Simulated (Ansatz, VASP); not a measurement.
Given: the input of a run of Ansatz 0.2.0 on Mg.

Contents of input.yaml:

```yaml
crystal:
  lattice:
    - [3.2093, 0.0, 0.0]
    - [-1.60465, 2.7793353284, 0.0]
    - [0.0, 0.0, 5.2103]
  atoms:
    - { symbol: Mg, position: [0.6666666667, 0.3333333333, 0.75] }
    - { symbol: Mg, position: [0.3333333333, 0.6666666667, 0.25] }
hamiltonian:
  xc: pbe
  pseudopotentials: { kind: paw }
kpoints:
  mp_grid: { grid: [10, 10, 5] }
scf:
  occupations: { method: fermi_dirac, width: 0.05 }
output:
  forces: true
  stress: true
relax:
  f_tol: 0.01
  max_steps: 40
  cell: { stress_tol: 0.05 }
```

Potentials or basis: Ansatz PAW.

Run with:

```sh
$ ansatz run input.yaml --threads 2 --pin off --max-ram 5632MiB --backend cpu --events-out ev --progress --plain --runs-dir out
```

Q: Set up the same calculation for VASP 6.6.1. Potentials there: VASP PAW PBE potentials, release 64 (Mg).

A: As run (the cutoff follows the program's own potentials):

File INCAR:

```
PREC = Accurate
ENCUT = 580
EDIFF = 1E-6
ISMEAR = -1
SIGMA = 0.05
LREAL = False
LASPH = True
NELM = 60
ALGO = Normal
ISIF = 3
LWAVE = False
LCHARG = False
GGA = PE
IBRION = 2
NSW = 40
EDIFFG = -0.02
```

KPOINTS

```
regular mesh
0
Gamma
  10 10 5
```

Contents of POSCAR:

```
Mg
1.0
    3.2093000000      0.0000000000      0.0000000000
   -1.6046500000      2.7793353284      0.0000000000
    0.0000000000      0.0000000000      5.2103000000
Mg
2
Direct
    0.6666666667      0.3333333333      0.7500000000
    0.3333333333      0.6666666667      0.2500000000
```

Potentials or basis: VASP PAW PBE potentials, release 64 (Mg).

The run is started by

```sh
$ cat potpaw_PBE.64/Mg/POTCAR > POTCAR
$ mpirun -np 1 vasp_std > vasp.out
```

Both were run:

|  | VASP | Ansatz | Ansatz less VASP |
| --- | --- | --- | --- |
| relaxed volume (Å³/atom) | 22.93 | 23.02 | +0.099 |
| relaxed cell length with the largest relative difference (Å) | 5.289 | 5.298 | +0.0084 |

VASP's potentials hold 4 valence electrons a cell and Ansatz's 20, so a difference there can come from the potentials and not from the codes.

Noted on Ansatz's run: the plane-wave basis is chosen anew once the cell has moved, so the energies of steps on either side of that aren't comparable.
